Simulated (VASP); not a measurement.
A run of VASP 6.6.1 is set up as follows.

File INCAR:

```
PREC = Accurate
ENCUT = 600
EDIFF = 1E-7
ISMEAR = 0
SIGMA = 0.1
LREAL = F
LASPH = T
NELM = 80
ALGO = Fast
ISIF = 3
LWAVE = F
LCHARG = F
GGA = PE
IBRION = 2
NSW = 100
EDIFFG = -0.01
```

File KPOINTS:

```
regular mesh
0
Gamma
  14 14 14
```

File POSCAR:

```
SiMo3
1.0
    0.0000000000      3.0995405396      3.0995405396
    3.0995405396      0.0000000000      3.0995405396
    3.0995405396      3.0995405396      0.0000000000
Si Mo
1 3
Direct
    0.0000000000      0.0000000000      0.0000000000
    0.7500000000      0.7500000000      0.7500000000
    0.2500000000      0.2500000000      0.2500000000
    0.5000000000      0.5000000000      0.5000000000
```

Potentials or basis: VASP PAW PBE potentials, release 64 (Si, Mo_sv).

Command:

```console
$ cat potpaw_PBE.64/Si/POTCAR potpaw_PBE.64/Mo_sv/POTCAR > POTCAR
$ mpirun -np 1 vasp_std > vasp.out
```

(1) Predict the relaxed cell.

(2) What does it give for the band gap on the k mesh?

(3) Predict the space group after relaxing (to 0.1 Å).

(4) Predict the relaxed volume.

Answers

(1) a = 4.384 Å, b = 4.384 Å, c = 4.384 Å, α = 60.00°, β = 60.00°, γ = 60.00°.

(2) zero (bands 23 and 24 overlap by 1.98 eV).

(3) Fm-3m (No. 225).

(4) 14.90 Å³/atom.
